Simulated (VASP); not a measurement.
# SrTe (Fm-3m) in VASP: a series of runs

The runs below take SrTe through single point, with PBE, r2SCAN.

Everything below comes from runs of VASP 6.6.1. Logs are shortened: lines on timing, memory, paths and dates and some standing lists are left out, and cuts for length are marked.

## Step 1: The cell of the first run

The structure is cubic, space group Fm-3m (No. 225). The conventional cell has a = 6.782 Å, b = 6.782 Å, c = 6.782 Å, α = 90.00°, β = 90.00°, γ = 90.00°. Sr (site symmetry m-3m) has 6 Te at 3.39 Å within 4.5 Å. Within 4.5 Å of Te (site symmetry m-3m) lie 6 Sr at 3.39 Å.

## Step 2: Single point, PBE (volume changed by +3%)

File INCAR:

```
PREC = Accurate
ENCUT = 500
EDIFF = 1E-6
ISMEAR = 0
SIGMA = 0.01
LREAL = False
LASPH = True
NELM = 120
ALGO = Normal
ISIF = 2
LWAVE = False
LCHARG = False
GGA = PE
NBANDS = 15
GGA_COMPAT = False
```

File KPOINTS:

```
regular mesh
0
Gamma
  6 6 6
```

File POSCAR:

```
SrTe
1.0
    0.0000000000      3.3912372720      3.3912372720
    3.3912372720      0.0000000000      3.3912372720
    3.3912372720      3.3912372720      0.0000000000
Sr Te
1 1
Direct
    0.0000000000      0.0000000000      0.0000000000
    0.5000000000      0.5000000000      0.5000000000
```

Potentials or basis: VASP PAW PBE potentials, release 64 (Sr_sv, Te).

On the command line:

```bash
$ cat potpaw_PBE.64/Sr_sv/POTCAR potpaw_PBE.64/Te/POTCAR > POTCAR
$ mpirun -np 1 vasp_std > vasp.out
```

OUTCAR:

```text
PREC = Accurate
   ENCUT = 500
   EDIFF = 1E-6
   ISMEAR = 0
   LREAL = False
   LASPH = True
   NELM = 120
   ISIF = 2
   GGA = PE

 ion  position               nearest neighbor table
   1  0.000  0.000  0.000-   2 3.39   2 3.39   2 3.39   2 3.39   2 3.39   2 3.39
   2  0.500  0.500  0.500-   1 3.39   1 3.39   1 3.39   1 3.39   1 3.39   1 3.39

  LATTYP: Found a face centered cubic cell.
 ALAT       =     6.7824745440

  Lattice vectors:

 A1 = (   0.0000000000,   3.3912372720,   3.3912372720)
 A2 = (   3.3912372720,   0.0000000000,   3.3912372720)
 A3 = (   3.3912372720,   3.3912372720,   0.0000000000)

Analysis of symmetry for initial positions (statically):
=====================================================================
 Subroutine PRICEL returns:
 Original cell was already a primitive cell.

 Routine SETGRP: Setting up the symmetry group for a
 face centered cubic supercell.

 Subroutine GETGRP returns: Found 48 space group operations
 (whereof 48 operations were pure point group operations)
 out of a pool of 48 trial point group operations.

The static configuration has the point symmetry O_h .

Analysis of symmetry for dynamics (positions and initial velocities):
=====================================================================
 Subroutine PRICEL returns:
 Original cell was already a primitive cell.

 Routine SETGRP: Setting up the symmetry group for a
 face centered cubic supercell.

 Subroutine GETGRP returns: Found 48 space group operations
 (whereof 48 operations were pure point group operations)
 out of a pool of 48 trial point group operations.

The dynamic configuration has the point symmetry O_h .

 Subroutine INISYM returns: Found 48 space group operations
 (whereof 48 operations are pure point group operations),
 and found     1 'primitive' translations

----------------------------------------------------------------------------------------

                                     Primitive cell

  volume of cell :      78.0018

  direct lattice vectors                    reciprocal lattice vectors
     0.000000000  3.391237272  3.391237272    -0.147438814  0.147438814  0.147438814
     3.391237272  0.000000000  3.391237272     0.147438814 -0.147438814  0.147438814
     3.391237272  3.391237272  0.000000000     0.147438814  0.147438814 -0.147438814

  length of vectors
     4.795933743  4.795933743  4.795933743     0.255371516  0.255371516  0.255371516

  position of ions in fractional coordinates (direct lattice)
     0.000000000  0.000000000  0.000000000
     0.500000000  0.500000000  0.500000000

  ion indices of the primitive-cell ions
   primitive index   ion index
                 1           1
                 2           2

----------------------------------------------------------------------------------------

 KPOINTS: regular mesh

Automatic generation of k-mesh.
 Grid dimensions read from file:
 generate k-points for:    6    6    6

 Generating k-lattice:

  Cartesian coordinates                     Fractional coordinates (reciprocal lattice)
    -0.024573136  0.024573136  0.024573136     0.166666667  0.000000000  0.000000000
     0.024573136 -0.024573136  0.024573136     0.000000000  0.166666667  0.000000000
     0.024573136  0.024573136 -0.024573136     0.000000000  0.000000000  0.166666667

  Length of vectors
     0.042561919  0.042561919  0.042561919

  Shift w.r.t. Gamma in fractional coordinates (k-lattice)
     0.000000000  0.000000000  0.000000000

 Subroutine IBZKPT returns following result:
 ===========================================

 Found     16 irreducible k-points:

 Following reciprocal coordinates:
            Coordinates               Weight
  0.000000  0.000000  0.000000      1.000000
  0.166667  0.000000  0.000000      8.000000
  0.333333  0.000000  0.000000      8.000000
  0.500000  0.000000  0.000000      4.000000
  0.166667  0.166667  0.000000      6.000000
  0.333333  0.166667  0.000000     24.000000
[... 8 lines left out ...]
 -0.333333  0.333333  0.166667     24.000000
 -0.333333  0.500000  0.166667     12.000000
   k-points           NKPTS =     16   k-points in BZ     NKDIM =     16   number of bands    NBANDS=     15
   number of dos      NEDOS =    301   number of ions     NIONS =      2
   total plane-waves  NPLWV =  46656
   dimension x,y,z NGX =    36 NGY =   36 NGZ =   36
   dimension x,y,z NGXF=    72 NGYF=   72 NGZF=   72
   ions per type =               1   1
   NGX,Y,Z   is equivalent  to a cutoff of  12.48, 12.48, 12.48 a.u.
   NGXF,Y,Z  is equivalent  to a cutoff of  24.96, 24.96, 24.96 a.u.
 SYSTEM =  unknown system
   PREC   = accura    normal or accurate (medium, high low for compatibility)
   ISTART =      0    job   : 0-new  1-cont  2-samecut
   ICHARG =      2    charge: 1-file 2-atom 10-const
   ISPIN  =      1    spin polarized calculation?
   LNONCOLLINEAR =      F non collinear calculations
   LSORBIT =      F    spin-orbit coupling
   LASPH  =      T    aspherical Exc in radial PAW
   ENCUT  =  500.0 eV  36.75 Ry    6.06 a.u.   8.74  8.74  8.74*2*pi/ulx,y,z
   NELM   =    120;   NELMIN=  2; NELMDL= -5     # of ELM steps
   EDIFF  = 0.1E-05   stopping-criterion for ELM
   LREAL  =      F    real-space projection
   EDIFFG = 0.1E-04   stopping-criterion for IOM
   NSW    =      0    number of steps for IOM
   IBRION =     -1    ionic relax: 0-MD 1-quasi-New 2-CG
   NFREE  =      0    steps in history (QN), initial steepest desc. (CG)
   ISIF   =      2    stress and relaxation
   ISYM   =      2    0-nonsym 1-usesym 2-fastsym
   POTIM  = 0.5000    time-step for ionic-motion
   TEBEG  =    0.0;   TEEND  =   0.0 temperature during run
   PSTRESS=    0.0 pullay stress
   NELECT =      16.0000    total number of electrons
   NUPDOWN=      -1.0000    fix difference up-down
   EMIN   =  10.00;   EMAX   =-10.00  energy-range for DOS
   EFERMI =   0.00;   METHOD = LEGACY
   ISMEAR =     0;   SIGMA  =   0.01  broadening in eV -4-tet -1-fermi 0-gaus
   EFERMI_NEDOS =   21; number of points for ismear=-14 and -15
   IALGO  =     38    algorithm
   IMIX   =      4    mixing-type and parameters
     AMIX     =   0.40;   BMIX     =  1.00
     AMIX_MAG =   1.60;   BMIX_MAG =  1.00
  volume/ion in A,a.u.               =      39.00       263.19
  Fermi-wavevector in a.u.,A,eV,Ry     =   0.965487  1.824507 12.682890  0.932166
  Thomas-Fermi vector in A             =   2.095208
   LORBIT       =      0    0 simple, 1 ext, 2 COOP (PROOUT), +10 PAW based schemes
   GGA     = PE    functional components
   LHFCALC =     F    Hartree Fock is set to
   AEXX    =    0.0000 exact exchange contribution
   IVDW    =     0    specifies the selected vdW correction
   LEPSILON=     F    determine dielectric tensor
   LRPA    =     F    only Hartree local field effects (RPA)
 non-spin polarized calculation
 Gauss-broadening in eV      SIGMA  =   0.01
  energy-cutoff  :      500.00
  volume of cell :       78.00
 maximum number of plane-waves:      2006
   NGX = 17   NGY = 17   NGZ = 17

 number of electron      16.0000000 magnetization

 Free energy of the ion-electron system (eV)
  ---------------------------------------------------
  ext. energy  EPLUGINS =         0.00000000
  ---------------------------------------------------
  free energy    TOTEN  =        -8.26323172 eV

  energy without entropy =       -8.26323172  energy(sigma->0) =       -8.26323172

 E-fermi :   2.5628     XC(G=0):  -8.2997

 val. band max:        2.4745844948   @ k =   0.0000   0.0000   0.0000
 cond. band min:       4.3015218582   @ k =   0.5000   0.5000   0.0000
 fundamental gap:      1.8269373634
 Fermi energy:         2.5628070586

 k-point     1 :       0.0000    0.0000    0.0000
  band No.  band energies     occupation
      1     -32.3514      2.00000
      2     -14.3280      2.00000
      3     -14.3280      2.00000
      4     -14.3280      2.00000
      5      -7.3418      2.00000
      6       2.4746      2.00000
      7       2.4746      2.00000
      8       2.4746      2.00000
      9       5.0937      0.00000
     10       5.7885      0.00000
     11       5.7885      0.00000
     12       5.7885      0.00000
     13       6.3791      0.00000
     14       6.3791      0.00000
     15       9.9654      0.00000

 k-point     2 :       0.1667    0.0000    0.0000
  band No.  band energies     occupation
      1     -32.3506      2.00000
      2     -14.3527      2.00000
      3     -14.3292      2.00000
      4     -14.3292      2.00000
      5      -7.2160      2.00000
      6       1.4984      2.00000
      7       2.1497      2.00000
      8       2.1497      2.00000
      9       5.5812      0.00000
     10       6.1209      0.00000
     11       6.1209      0.00000
     12       6.5074      0.00000
     13       7.0297      0.00000
     14       7.0297      0.00000
     15      10.7157      0.00000

 k-point     3 :       0.3333    0.0000    0.0000
  band No.  band energies     occupation
      1     -32.3490      2.00000
      2     -14.4010      2.00000
      3     -14.3317      2.00000
      4     -14.3317      2.00000
      5      -6.9459      2.00000
      6       0.2952      2.00000
      7       1.6656      2.00000
      8       1.6656      2.00000
      9       5.8613      0.00000
     10       6.9415      0.00000
     11       6.9415      0.00000
     12       7.9203      0.00000
     13       8.4509      0.00000
     14       8.4509      0.00000
     15      10.2256      0.00000
[... 199 lines left out ...]
 k-point    15 :      -0.3333    0.3333    0.1667
  band No.  band energies     occupation
      1     -32.3474      2.00000
      2     -14.3940      2.00000
      3     -14.3644      2.00000
      4     -14.3470      2.00000
      5      -6.8435      2.00000
      6       0.4709      2.00000
      7       1.0982      2.00000
      8       1.3928      2.00000
      9       6.4128      0.00000
     10       6.4187      0.00000
     11       7.4766      0.00000
     12       8.0659      0.00000
     13       8.2621      0.00000
     14       9.2797      0.00000
     15      10.3432      0.00000

 k-point    16 :      -0.3333    0.5000    0.1667
  band No.  band energies     occupation
      1     -32.3471      2.00000
      2     -14.3847      2.00000
      3     -14.3649      2.00000
      4     -14.3594      2.00000
      5      -6.8791      2.00000
      6       0.7728      2.00000
      7       1.2186      2.00000
      8       1.2946      2.00000
      9       5.3894      0.00000
     10       6.7301      0.00000
     11       7.4185      0.00000
     12       7.9933      0.00000
     13       8.4748      0.00000
     14       8.6526      0.00000
     15      10.7191      0.00000

------------------------ aborting loop because EDIFF is reached ----------------------------------------

  FORCE on cell =-STRESS in cart. coord.  units (eV):
  Direction    XX          YY          ZZ          XY          YZ          ZX
  --------------------------------------------------------------------------------------
  -------------------------------------------------------------------------------------
  Total       -0.3843969     -0.3843969     -0.3843969      0.0000000      0.0000000      0.0000000
  in kB       -7.8956151     -7.8956151     -7.8956151      0.0000000      0.0000000      0.0000000
  external PRESSURE =      -7.8956151 kB  Pullay stress =       0.0000000 kB

 VOLUME and BASIS-vectors are now :
 -----------------------------------------------------------------------------
  energy-cutoff  :      500.00
  volume of cell :       78.00
      direct lattice vectors                 reciprocal lattice vectors
     0.000000000  3.391237272  3.391237272    -0.147438814  0.147438814  0.147438814
     3.391237272  0.000000000  3.391237272     0.147438814 -0.147438814  0.147438814
     3.391237272  3.391237272  0.000000000     0.147438814  0.147438814 -0.147438814

 POSITION                                       TOTAL-FORCE (eV/Angst)
 -----------------------------------------------------------------------------------
      0.00000      0.00000      0.00000         0.000000     -0.000000      0.000000
      3.39124      3.39124      3.39124        -0.000000      0.000000     -0.000000
 -----------------------------------------------------------------------------------
    total drift:                                0.000000      0.000000      0.000000

  FREE ENERGIE OF THE ION-ELECTRON SYSTEM (eV)
  ---------------------------------------------------
  free  energy   TOTEN  =        -8.2632317210 eV

  energy  without entropy=       -8.2632317210  energy(sigma->0) =       -8.26323172
```

Run time: 14 s. Hardware: 1 thread of AMD EPYC 9R45 (Zen 5), shared host; peak memory 0.18 GiB.

Results:

```yaml
Free_energy: -8.2632 eV
Pressure: -0.8 GPa
Band_gap_on_the_k_mesh: 1.83 eV, indirect (least direct gap 2.53 eV)
```

Caveat: spin-orbit coupling is left out, which moves the levels of the heavy elements.

## Step 3: Single point, PBE (volume changed by +6%)

File INCAR:

```
PREC     = Accurate       # precision mode
ENCUT    = 500            # plane-wave cutoff, eV
EDIFF    = 1E-6           # SCF threshold, eV
ISMEAR   = 0              # smearing method
SIGMA    = 0.01           # smearing width, eV
LREAL    = False          # projectors in reciprocal space
LASPH    = True           # aspherical terms in the spheres
NELM     = 120            # most SCF steps
ALGO     = Normal         # electronic algorithm
ISIF     = 2              # what is computed and relaxed
LWAVE    = False          # write WAVECAR
LCHARG   = False          # write CHGCAR
GGA      = PE             # functional
NBANDS   = 15             # bands
GGA_COMPAT= False
```

KPOINTS is that of step 2.

File POSCAR:

```
SrTe
1.0
    0.0000000000      3.4238473232      3.4238473232
    3.4238473232      0.0000000000      3.4238473232
    3.4238473232      3.4238473232      0.0000000000
Sr Te
1 1
Direct
    0.0000000000      0.0000000000      0.0000000000
    0.5000000000      0.5000000000      0.5000000000
```

Potentials or basis: VASP PAW PBE potentials, release 64 (Sr_sv, Te).

On the command line:

```bash
$ cat potpaw_PBE.64/Sr_sv/POTCAR potpaw_PBE.64/Te/POTCAR > POTCAR
$ mpirun -np 1 vasp_std > vasp.out
```

It took 14 s on 1 thread of AMD EPYC 9R45 (Zen 5), shared host; peak memory 0.18 GiB.

It converged, with:

| Property | Result |
| --- | --- |
| Free energy | -8.2466 eV |
| Pressure | -1.6 GPa |
| Band gap on the k mesh | 1.89 eV, indirect (least direct gap 2.50 eV) |

Levels at points of the mesh, in eV from the valence-band top:
```tsv
k point	band 4	band 5	band 6	band 7	band 8	band 9	band 10	band 11	band 12	band 13
(0.00, 0.00, 0.00)	-16.88	-9.74	0.00	0.00	0.00	2.50	3.33	3.33	3.33	3.89
(0.50, 0.00, 0.00)	-16.88	-9.24	-2.56	-0.95	-0.95	3.78	5.00	5.19	5.19	6.48
(0.50, 0.50, 0.00)	-16.90	-9.36	-1.82	-0.68	-0.68	1.89	3.63	4.71	5.74	5.91
```

Caveat: spin-orbit coupling is left out, which moves the levels of the heavy elements.

(Part 1 of 3 ends here.)
